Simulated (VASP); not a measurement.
Sr:

```
Sr
1.0
     0.00000    3.06250    3.06250
     3.06250    0.00000    3.06250
     3.06250    3.06250    0.00000
Sr
1
Direct
  0.00000 0.00000 0.00000
```

Base run:

| Quantity | Value |
| --- | --- |
| Program | VASP 6.6.1 |
| Functional | r2SCAN |
| Potentials or basis | VASP PAW PBE potentials, release 64 (Sr_sv) |
| Cutoff | 520 eV |
| k mesh | 8 × 8 × 8 |
| Occupations | fermi-dirac, width 0.05 eV |
| Spin | no spin polarisation |

Its results: band gap on the k mesh zero (band 5 reaches 1.58 eV, above the bottom of band 6 at 1.37 eV); pressure -0.1 GPa.

**Question.** The run is repeated on the same cell with these changes: functional from r2SCAN to PBEsol. What comes out?

**Answer.** Band gap on the k mesh zero (band 5 reaches 1.45 eV, above the bottom of band 6 at 1.36 eV); pressure -1.1 GPa.

Caveats: the PAW data sets were made with another functional, which shifts forces and pressure a little.
